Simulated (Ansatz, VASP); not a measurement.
One calculation of Ti2Al5Ni3, two programs

Contents of INCAR:

```
SYSTEM = Ti2Al5Ni3
PREC = Accurate
ENCUT = 520
EDIFF = 1E-6
ISMEAR = 0
SIGMA = 0.2
LREAL = .FALSE.
LASPH = .TRUE.
NELM = 100
ALGO = Fast
ISIF = 2
LWAVE = .FALSE.
LCHARG = .TRUE.
GGA = PE
LELF = .TRUE.
LVHAR = .TRUE.
NBANDS = 46
```

Contents of KPOINTS:

```
Automatic mesh
0
G
  8 8 2
  0 0 0
```

Contents of POSCAR:

```
Ti2Al5Ni3
1.0
    2.8581315165      0.0000000000      0.0000000000
    0.0000000000      2.8581315165      0.0000000000
    0.0000000000      0.0000000000     16.8477538826
Ti Al Ni
2 5 3
Direct
    0.5000000000      0.5000000000      0.3806844015
    0.5000000000      0.5000000000      0.6193155985
    1.0000000000      1.0000000000      0.9126074336
    1.0000000000      0.0000000000      0.0873925664
    1.0000000000      0.0000000000      0.2621997656
    0.0000000000      0.0000000000      0.5000000000
    1.0000000000      0.0000000000      0.7378002344
    0.5000000000      0.5000000000      0.0000000000
    0.5000000000      0.5000000000      0.1743688818
    0.5000000000      0.5000000000      0.8256311182
```

Input for Ansatz:

```yaml
crystal:
  lattice:
    - [2.8581315165, 0.0, 0.0]
    - [0.0, 2.8581315165, 0.0]
    - [0.0, 0.0, 16.8477538826]
  atoms:
    - { symbol: Ti, position: [0.5, 0.5, 0.3806844015] }
    - { symbol: Ti, position: [0.5, 0.5, 0.6193155985] }
    - { symbol: Al, position: [1.0, 1.0, 0.9126074336] }
    - { symbol: Al, position: [1.0, 0.0, 0.0873925664] }
    - { symbol: Al, position: [1.0, 0.0, 0.2621997656] }
    - { symbol: Al, position: [0.0, 0.0, 0.5] }
    - { symbol: Al, position: [1.0, 0.0, 0.7378002344] }
    - { symbol: Ni, position: [0.5, 0.5, 0.0] }
    - { symbol: Ni, position: [0.5, 0.5, 0.1743688818] }
    - { symbol: Ni, position: [0.5, 0.5, 0.8256311182] }
basis:
  ecutwfc: 420
kpoints:
  mp_grid: { grid: [8, 8, 2] }
hamiltonian:
  xc: pbe
scf:
  occupations: { method: gaussian, width: 0.2 }
  lower_state_search: "off"
output:
  forces: true
  stress: true
  eigenvalues: true
```

Alike in both runs: task single point; functional PBE; k mesh 8 × 8 × 2; occupations gaussian, width 0.2 eV; no spin polarisation.

```csv
,VASP,Ansatz
version,VASP 6.6.1,Ansatz 0.2.0
potentials or method,"VASP PAW PBE potentials, release 64 (Ti_sv, Al, Ni), cutoff 520 eV","scalar-relativistic, plane waves, PAW"
valence electrons in the cell,69,93
```

|  | VASP | Ansatz | Ansatz less VASP |
| --- | --- | --- | --- |
| gap on the k mesh at the Fermi level (eV) | none | none | - |
| pressure (GPa) | 0.1 | 0.1 | 0.00 |
| traceless stress, the component that is largest in VASP (GPa) | -0.48 | -0.46 | +0.017 |
| rms of the force components (eV/Å) | 0.014 | 0.014 | -0.0002 |

Atom by atom the forces differ by 0.001 eV/Å (rms over components). A gap of «none» marks a metal or a gap that the smearing closes. The functional is the same, so the differences come from potentials, cutoffs and numerics. VASP's potentials hold 69 valence electrons a cell and Ansatz's 93, so a difference there can come from the potentials and not from the codes.
